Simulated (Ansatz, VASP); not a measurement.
Re: VASP beside Ansatz

Contents of INCAR:

```
  ALGO = Normal
  EDIFF = 1E-6
  ENCUT = 520
  GGA = PS
  ISIF = 2
  ISMEAR = 0
  LASPH = True
  LCHARG = True
  LELF = True
  LREAL = False
  LVHAR = True
  LWAVE = False
  NBANDS = 10
  NELM = 80
  PREC = Accurate
  SIGMA = 0.15
```

The input KPOINTS:

```
k-points
0
Gamma
  20 20 20
```

Contents of POSCAR:

```
Re
1.0
    0.0000000000      1.9355000000      1.9750000000
    1.9750000000      0.0000000000      1.9750000000
    1.9750000000      1.9355000000      0.0000000000
Re
1
Direct
    0.0000000000      0.0000000000      0.0000000000
```

Input for Ansatz:

```yaml
crystal:
  lattice:
    - [0.0, 1.9355, 1.975]
    - [1.975, 0.0, 1.975]
    - [1.975, 1.9355, 0.0]
  atoms:
    - { symbol: Re, position: [0.0, 0.0, 0.0] }
basis:
  ecutwfc: 420
kpoints:
  mp_grid: { grid: [20, 20, 20] }
hamiltonian:
  xc: pbesol
scf:
  occupations: { method: gaussian, width: 0.15 }
output:
  forces: true
  stress: true
  eigenvalues: true
```

Change from the starting cell: strain -0.0200 x Voigt [0, 1, 0, 0, 0, 0], atoms carried along.

Alike in both runs: task single point; functional PBEsol; k mesh 20 × 20 × 20; occupations gaussian, width 0.15 eV; no spin polarisation.

|  | VASP | Ansatz |
| --- | --- | --- |
| version | VASP 6.6.1 | Ansatz 0.2.0 |
| potentials or method | VASP PAW PBE potentials, release 64 (Re), cutoff 520 eV | scalar-relativistic, plane waves, PAW |
| valence electrons in the cell | 7 | 15 |

VASP gave:

- gap on the k mesh at the Fermi level (eV): none
- pressure (GPa): -12.3
- traceless stress, the component that is largest in VASP (GPa): 3.68

Question: Estimate Ansatz's values.

Answer: gap on the k mesh at the Fermi level (eV): none; pressure (GPa): -12.0; traceless stress, the component that is largest in VASP (GPa): 3.70.

VASP's potentials were made for PBE, not for PBEsol. A gap of «none» marks a metal or a gap that the smearing closes. VASP's potentials hold 7 valence electrons a cell and Ansatz's 15, so a difference there can come from the potentials and not from the codes.

Neither program's run includes spin-orbit coupling.
